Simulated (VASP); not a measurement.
# Be3Te4 in VASP: a series of runs, part 2 of 3

VASP 6.6.1. Earlier steps stand in the parts before.

### Step 3. Single point, PBE

File INCAR:

```
ALGO = Normal
EDIFF = 1E-6
ENCUT = 520
GGA = PE
ISIF = 2
ISMEAR = 0
LASPH = True
LCHARG = False
LREAL = False
LWAVE = False
NBANDS = 24
NELM = 60
PREC = Accurate
SIGMA = 0.2
```

File KPOINTS:

```
k-points
0
Gamma
  4 4 2
```

File POSCAR:

```
Be3Te4
1.0
    3.9322998495      0.0000000000      0.0000000000
    0.0000000000      3.9322998495      0.0000000000
    0.0000000000      0.0000000000     11.1239655623
Be Te
3 4
Direct
    0.5000000000      0.5000000000      0.2582021599
    0.5000000000      0.5000000000      0.7417978401
    0.0000000000      0.0000000000      0.0000000000
    0.5000000000      0.0000000000      0.3830610346
    0.0000000000      0.5000000000      0.6169389654
    0.5000000000      0.0000000000      0.8726272309
    0.0000000000      0.5000000000      0.1273727691
```

Potentials or basis: VASP PAW PBE potentials, release 64 (Be, Te).

Command:

```
cat potpaw_PBE.64/Be/POTCAR potpaw_PBE.64/Te/POTCAR > POTCAR
mpirun -np 1 vasp_std > vasp.out
```

It took 1.9 min on 1 thread of Intel Xeon 8259CL, shared host; peak memory 0.27 GiB.

It converged, with:

| Quantity | Value |
| --- | --- |
| Free energy | -24.8808 eV |
| Pressure | 0.2 GPa |
| Largest force | 0.016 eV/Å |
| Band gap on the k mesh | zero (bands 15 and 16 overlap by 2.10 eV) |

Forces in eV/Å, atoms in the order of the input:
```
Be   0.000  0.000  0.012
Be   0.000  0.000 -0.012
Be   0.000  0.000  0.000
Te   0.000  0.000  0.014
Te   0.000  0.000 -0.014
Te   0.000  0.000  0.016
Te   0.000  0.000 -0.016
```

Levels at points of the mesh, in eV from the Fermi level:
```tsv
k point	band 13	band 14	band 15	band 16	band 17	band 18
(0.00, 0.00, 0.00)	-0.62	0.80	0.99	0.99	2.45	2.96
(0.50, 0.00, 0.00)	-0.64	-0.33	0.00	0.93	3.62	3.92
(0.50, 0.50, 0.00)	-2.35	-1.49	-1.49	-0.87	2.64	2.64
(0.00, 0.00, 0.50)	-0.24	-0.05	0.70	0.70	2.55	2.82
(0.50, 0.00, 0.50)	-0.88	-0.70	-0.65	0.93	4.03	4.09
(0.50, 0.50, 0.50)	-2.20	-1.59	-1.59	-1.11	3.32	3.32
```

Caveat: the k points lie up to 0.40 Å⁻¹ apart, too coarse for converged energies and pressures of a metal; spin-orbit coupling is left out, which moves the levels of the heavy elements.

### Step 4. Single point, PBE

This run uses another cell than the first one, of 25.24 Å³/atom.

File INCAR:

```
SYSTEM = Be3Te4
PREC = Accurate
ENCUT = 520
EDIFF = 1E-6
ISMEAR = 0
SIGMA = 0.2
LREAL = .FALSE.
LASPH = .TRUE.
NELM = 60
ALGO = Normal
ISIF = 2
LWAVE = .FALSE.
LCHARG = .TRUE.
GGA = PE
LELF = .TRUE.
LVHAR = .TRUE.
NBANDS = 24
```

File KPOINTS:

```
regular mesh
0
G
  6 6 2
  0 0 0
```

File POSCAR:

```
Be3Te4
1.0
    3.8807095648      0.0000000000      0.0000000000
    0.0000000000      3.8807095648      0.0000000000
    0.0000000000      0.0000000000     11.7335506317
Be Te
3 4
Direct
    0.5000000000      0.5000000000      0.2487969229
    0.5000000000      0.5000000000      0.7512030771
    0.0000000000      1.0000000000      1.0000000000
    0.5000000000      0.0000000000      0.3693506880
    0.0000000000      0.5000000000      0.6306493120
    0.5000000000      1.0000000000      0.8772794445
    0.0000000000      0.5000000000      0.1227205555
```

Potentials or basis: VASP PAW PBE potentials, release 64 (Be, Te).

Command:

```
cat potpaw_PBE.64/Be/POTCAR potpaw_PBE.64/Te/POTCAR > POTCAR
mpirun -np 1 vasp_std > vasp.out
```

OUTCAR:

```text
SYSTEM = Be3Te4
   PREC = Accurate
   ENCUT = 520
   EDIFF = 1E-6
   ISMEAR = 0
   LREAL = .FALSE.
   LASPH = .TRUE.
   NELM = 60
   ISIF = 2
   GGA = PE

 ion  position               nearest neighbor table
   1  0.500  0.500  0.249-   4 2.40   4 2.40   7 2.44   7 2.44
   2  0.500  0.500  0.751-   5 2.40   5 2.40   6 2.44   6 2.44
   3  0.000  0.000  0.000-   6 2.42   7 2.42   7 2.42   6 2.42
   4  0.500  0.000  0.369-   1 2.40   1 2.40
   5  0.000  0.500  0.631-   2 2.40   2 2.40
   6  0.500  0.000  0.877-   3 2.42   3 2.42   2 2.44   2 2.44
   7  0.000  0.500  0.123-   3 2.42   3 2.42   1 2.44   1 2.44

  LATTYP: Found a simple tetragonal cell.
 ALAT       =     3.8807095648
 C/A-ratio  =     3.0235580467

  Lattice vectors:

 A1 = (   3.8807095648,   0.0000000000,   0.0000000000)
 A2 = (   0.0000000000,   3.8807095648,   0.0000000000)
 A3 = (   0.0000000000,   0.0000000000,  11.7335506317)

Analysis of symmetry for initial positions (statically):
=====================================================================
 Subroutine PRICEL returns:
 Original cell was already a primitive cell.

 Routine SETGRP: Setting up the symmetry group for a
 simple tetragonal supercell.

 Subroutine GETGRP returns: Found  8 space group operations
 (whereof  8 operations were pure point group operations)
 out of a pool of 16 trial point group operations.

The static configuration has the point symmetry D_2d.

Analysis of symmetry for dynamics (positions and initial velocities):
=====================================================================
 Subroutine PRICEL returns:
 Original cell was already a primitive cell.

 Routine SETGRP: Setting up the symmetry group for a
[... 129 lines left out ...]
   IMIX   =      4    mixing-type and parameters
     AMIX     =   0.40;   BMIX     =  1.00
     AMIX_MAG =   1.60;   BMIX_MAG =  1.00
  volume/ion in A,a.u.               =      25.24       170.35
  Fermi-wavevector in a.u.,A,eV,Ry     =   0.906493  1.713024 11.180321  0.821730
  Thomas-Fermi vector in A             =   2.030188
   LORBIT       =      0    0 simple, 1 ext, 2 COOP (PROOUT), +10 PAW based schemes
   GGA     = PE    functional components
   LHFCALC =     F    Hartree Fock is set to
   AEXX    =    0.0000 exact exchange contribution
   IVDW    =     0    specifies the selected vdW correction
   LEPSILON=     F    determine dielectric tensor
   LRPA    =     F    only Hartree local field effects (RPA)
 non-spin polarized calculation
 Gauss-broadening in eV      SIGMA  =   0.20
  energy-cutoff  :      520.00
  volume of cell :      176.71
 maximum number of plane-waves:      4784
 NGX is ok and might be reduce to    30
   NGX = 15   NGY = 15   NGZ = 43

 number of electron      29.9999998 magnetization

 Free energy of the ion-electron system (eV)
  ---------------------------------------------------
  ext. energy  EPLUGINS =         0.00000000
  ---------------------------------------------------
  free energy    TOTEN  =       -24.94055869 eV

  energy without entropy =      -24.88409788  energy(sigma->0) =      -24.91232828

 E-fermi :   4.2640     XC(G=0):  -8.8581

 val. band max:        4.1596107845   @ k =   0.1667   0.0000   0.5000
 cond. band min:       4.3447908063   @ k =   0.1667   0.0000   0.5000
 fundamental gap:      0.1851800217
 Fermi energy:         4.2639502356

 k-point     1 :       0.0000    0.0000    0.0000
  band No.  band energies     occupation
      1      -7.7849      2.00000
      2      -7.0785      2.00000
      3      -6.5262      2.00000
      4      -5.8680      2.00000
      5      -0.3462      2.00000
      6       1.7643      2.00000
[... 529 lines left out ...]
     23       8.7377      0.00000
     24       9.6129      0.00000

------------------------ aborting loop because EDIFF is reached ----------------------------------------

  FORCE on cell =-STRESS in cart. coord.  units (eV):
  Direction    XX          YY          ZZ          XY          YZ          ZX
  --------------------------------------------------------------------------------------
  -------------------------------------------------------------------------------------
  Total        0.2249820      0.2249820      0.3232434      0.0000000      0.0000000      0.0000000
  in kB        2.0398891      2.0398891      2.9308158      0.0000000      0.0000000      0.0000000
  external PRESSURE =       2.3368646 kB  Pullay stress =       0.0000000 kB

 VOLUME and BASIS-vectors are now :
 -----------------------------------------------------------------------------
  energy-cutoff  :      520.00
  volume of cell :      176.71
      direct lattice vectors                 reciprocal lattice vectors
     3.880709565  0.000000000  0.000000000     0.257684834  0.000000000  0.000000000
     0.000000000  3.880709565  0.000000000     0.000000000  0.257684834  0.000000000
     0.000000000  0.000000000 11.733550632     0.000000000  0.000000000  0.085225694

 POSITION                                       TOTAL-FORCE (eV/Angst)
 -----------------------------------------------------------------------------------
      1.94035      1.94035      2.91927         0.000000     -0.000000      0.009395
      1.94035      1.94035      8.81428         0.000000      0.000000     -0.009395
      0.00000      0.00000      0.00000         0.000000      0.000000      0.000000
      1.94035      0.00000      4.33379         0.000000      0.000000     -0.018720
      0.00000      1.94035      7.39976         0.000000      0.000000      0.018720
      1.94035      0.00000     10.29360        -0.000000      0.000000      0.055552
      0.00000      1.94035      1.43995         0.000000     -0.000000     -0.055552
 -----------------------------------------------------------------------------------
    total drift:                                0.000000     -0.000000     -0.000000

  FREE ENERGIE OF THE ION-ELECTRON SYSTEM (eV)
  ---------------------------------------------------
  free  energy   TOTEN  =       -24.9405586885 eV

  energy  without entropy=      -24.8840978754  energy(sigma->0) =      -24.91232828
```

Wall time 3.2 min (1 thread of Intel Xeon 8259CL, shared host); peak memory 0.3 GiB.

What came out:

| Quantity | Value |
| --- | --- |
| Free energy | -24.9406 eV |
| Pressure | 0.2 GPa |
| Largest force | 0.056 eV/Å |
| Band gap on the k mesh | zero (bands 15 and 16 overlap by 2.40 eV) |

Forces on the atoms (eV/Å):
```
Be   0.000  0.000  0.009
Be   0.000  0.000 -0.009
Be   0.000  0.000  0.000
Te   0.000  0.000 -0.019
Te   0.000  0.000  0.019
Te   0.000  0.000  0.056
Te   0.000  0.000 -0.056
```

Stress tensor (GPa, compression positive):
```
0.20 0.00 0.00
0.00 0.20 0.00
0.00 0.00 0.29
```

Caveat: spin-orbit coupling is left out, which moves the levels of the heavy elements; this functional lacks dispersion, which binds the layers, so the pressure and a relaxed spacing across them are unreliable.

### Step 5. Single point, PBE

This run uses another cell than the first one, of 26.56 Å³/atom.

File INCAR:

```
SYSTEM = Be3Te4
PREC = Accurate
ENCUT = 520
EDIFF = 1E-6
ISMEAR = 0
SIGMA = 0.2
LREAL = .False.
LASPH = .True.
NELM = 80
ALGO = Normal
ISIF = 2
LWAVE = .False.
LCHARG = .True.
GGA = PE
LELF = .True.
LVHAR = .True.
NBANDS = 24
```

File KPOINTS:

```
regular mesh
0
Gamma
  6 6 2
  0 0 0
```

File POSCAR:

```
Be3Te4
1.0
    3.8498526952      0.0002199252     -0.0003251392
    0.0001887695      3.8509983821      0.0019389338
   -0.0149140131      0.0049758807     12.5397390891
Be Te
3 4
Direct
    0.5009183354      0.4993605126      0.2347106971
    0.4989448807      0.5007376899      0.7653361649
    0.0001026075      1.0001420870      1.0000094926
    0.5014878979     -0.0011272664      0.3499779003
   -0.0015847617      0.5008640943      0.6499888640
    0.4996031803      1.0003111293      0.8845227231
    0.0005278599      0.4997117533      0.1154541580
```

Command:

```
cat potpaw_PBE.64/Be/POTCAR potpaw_PBE.64/Te/POTCAR > POTCAR
mpirun -np 1 vasp_std > vasp.out
```

It took 5 min on 1 thread of Intel Xeon 8259CL, shared host; peak memory 0.37 GiB.

It converged, with:

| Item | Value |
| --- | --- |
| Free energy | -24.9534 eV |
| Pressure | 0.1 GPa |
| Largest force | 0.022 eV/Å |
| Band gap on the k mesh | zero (bands 15 and 16 overlap by 2.26 eV) |

Forces on the atoms (eV/Å):
```
Be   0.002 -0.003 -0.021
Be   0.000 -0.002  0.020
Be   0.000 -0.002  0.002
Te  -0.001  0.003  0.022
Te   0.002  0.000 -0.022
Te  -0.001  0.002 -0.016
Te  -0.002  0.001  0.015
```

Levels at points of the mesh, in eV from the Fermi level:
| k point | band 13 | band 14 | band 15 | band 16 | band 17 | band 18 |
| --- | --- | --- | --- | --- | --- | --- |
| (0.00, 0.00, 0.00) | -0.13 | 0.23 | 1.01 | 1.01 | 2.81 | 3.25 |
| (0.50, 0.00, 0.00) | -0.68 | -0.54 | -0.23 | 1.23 | 3.73 | 4.10 |
| (0.00, 0.50, 0.00) | -0.68 | -0.54 | -0.23 | 1.23 | 3.73 | 4.10 |
| (0.50, 0.50, 0.00) | -1.94 | -1.50 | -1.23 | -1.23 | 2.78 | 2.78 |
| (0.00, 0.00, 0.50) | -0.07 | -0.07 | 0.95 | 0.95 | 2.82 | 3.23 |
| (0.50, 0.00, 0.50) | -0.68 | -0.54 | -0.23 | 1.23 | 4.17 | 4.42 |
| (0.00, 0.50, 0.50) | -0.68 | -0.54 | -0.23 | 1.23 | 4.17 | 4.42 |
| (0.50, 0.50, 0.50) | -1.76 | -1.68 | -1.25 | -1.25 | 2.99 | 2.99 |

Caveat: spin-orbit coupling is left out, which moves the levels of the heavy elements.

(Part 2 of 3 ends here.)
